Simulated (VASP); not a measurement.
NbTc, 2 atoms in the cell. The structure is orthorhombic, space group Cmmm (No. 65). Conventional cell: a = 3.138 Å, b = 4.532 Å, c = 4.354 Å, α = 90.00°, β = 90.00°, γ = 90.00°. Within 3.5 Å of Nb (site symmetry mmm) lie 8 Tc at 2.68 to 3.14 Å and 6 Nb at 2.76 to 3.14 Å. Tc (site symmetry mmm) has 8 Nb at 2.68 to 3.14 Å and 6 Tc at 2.76 to 3.14 Å within 3.5 Å. 

* Program: VASP 6.6.1
* Task: single point
* Functional: LDA
* Potentials or basis: VASP PAW LDA potentials, release 64 (Nb_sv, Tc_pv)
* Cutoff: 520 eV
* k mesh: 11 × 11 × 7
* Occupations: gaussian, width 0.1 eV
* Spin: no spin polarisation
* Dipole correction: no
* Further INCAR settings: ALGO = Normal; EDIFF = 1e-06; NBANDS = 20

Potentials or basis: VASP PAW LDA potentials, release 64 (Nb_sv, Tc_pv).

The run is started by

```console
$ cat potpaw_LDA.64/Nb_sv/POTCAR potpaw_LDA.64/Tc_pv/POTCAR > POTCAR
$ mpirun -np 1 vasp_std > vasp.out
```

Hardware: 1 thread of Oxide Virtual Turin-like Processor, on a shared host.

How long does it take, and how much memory?

It took 41 s on 1 thread of Oxide Virtual Turin-like Processor (shared host), peak memory 0.16 GiB. Counts: scf iterations 13, k points 144.
